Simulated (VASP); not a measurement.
Wanted: the native input for a VASP 6.6.1 run.

```
Task                               : single point
Functional                         : r2SCAN0
Potentials or basis                : VASP PAW PBE potentials, release 64 (Mg, B)
Cutoff                             : 520 eV
k mesh                             : 5 × 5 × 5
Occupations                        : fermi-dirac, width 0.05 eV
Spin                               : no spin polarisation
Dipole correction                  : no
Grid for exact exchange (PRECFOCK) : Normal
Further INCAR settings             : ALGO = Normal; EDIFF = 1e-06; NBANDS = 10
```

The system is MgB.

```
Mg B
1.0
     2.89515    0.00000    0.00000
     0.00000    2.89515    0.00000
     0.00000    0.00000    2.89515
Mg B
1 1
Cartesian
  0.0000 0.0000 0.0000
  1.4476 1.4476 1.4476
```

One way to write it, as run:

POSCAR

```
MgB
1.0
    2.8951500000      0.0000000000      0.0000000000
    0.0000000000      2.8951500000      0.0000000000
    0.0000000000      0.0000000000      2.8951500000
Mg B
1 1
Direct
    0.0000000000      0.0000000000      0.0000000000
    0.5000000000      0.5000000000      0.5000000000
```

INCAR.step1

```
SYSTEM = MgB
PREC     = Accurate       ! precision mode
ENCUT    = 520            ! plane-wave cutoff, eV
EDIFF    = 1E-5           ! SCF threshold, eV
ISMEAR   = -1             ! smearing method
SIGMA    = 0.05           ! smearing width, eV
LREAL    = .False.        ! projectors in reciprocal space
LASPH    = .True.         ! aspherical terms in the spheres
NELM     = 60             ! most SCF steps
ALGO     = Normal         ! electronic algorithm
ISIF     = 2              ! what is computed and relaxed
LWAVE    = .True.         ! write WAVECAR
LCHARG   = .False.        ! write CHGCAR
GGA      = PE             ! functional
NBANDS   = 10             ! bands
```

INCAR.step2

```
SYSTEM = MgB
PREC     = Accurate       ! precision mode
ENCUT    = 520            ! plane-wave cutoff, eV
EDIFF    = 1E-6           ! SCF threshold, eV
ISMEAR   = -1             ! smearing method
SIGMA    = 0.05           ! smearing width, eV
LREAL    = .False.        ! projectors in reciprocal space
LASPH    = .True.         ! aspherical terms in the spheres
NELM     = 60             ! most SCF steps
ALGO     = Normal         ! electronic algorithm
ISIF     = 2              ! what is computed and relaxed
LWAVE    = .False.        ! write WAVECAR
LCHARG   = .False.        ! write CHGCAR
METAGGA  = R2SCAN         ! meta-GGA
LHFCALC  = .True.         ! exact exchange
AEXX     = 0.25           ! exact-exchange fraction
LMIXTAU  = .True.       
PRECFOCK = Normal       
ISTART   = 1            
NBANDS   = 10             ! bands
```

KPOINTS

```
Automatic mesh
0
Gamma
  5 5 5
  0 0 0
```

Potentials or basis: VASP PAW PBE potentials, release 64 (Mg, B).

Run with:

```console
$ cat potpaw_PBE.64/Mg/POTCAR potpaw_PBE.64/B/POTCAR > POTCAR
$ cp INCAR.step1 INCAR
$ mpirun -np 1 vasp_std > vasp.out
$ cp INCAR.step2 INCAR
$ mpirun -np 1 vasp_std > vasp.out
```

It gave:

| Quantity | Value |
| --- | --- |
| Pressure | -1.7 GPa |

Caveat: the k points lie up to 0.43 Å⁻¹ apart; the PAW data sets were made with another functional, which shifts forces and pressure a little.

It took 86 s on 1 thread of AMD EPYC 9R45 96-Core Processor (Zen 5), with other jobs on the host, peak memory 0.12 GiB.
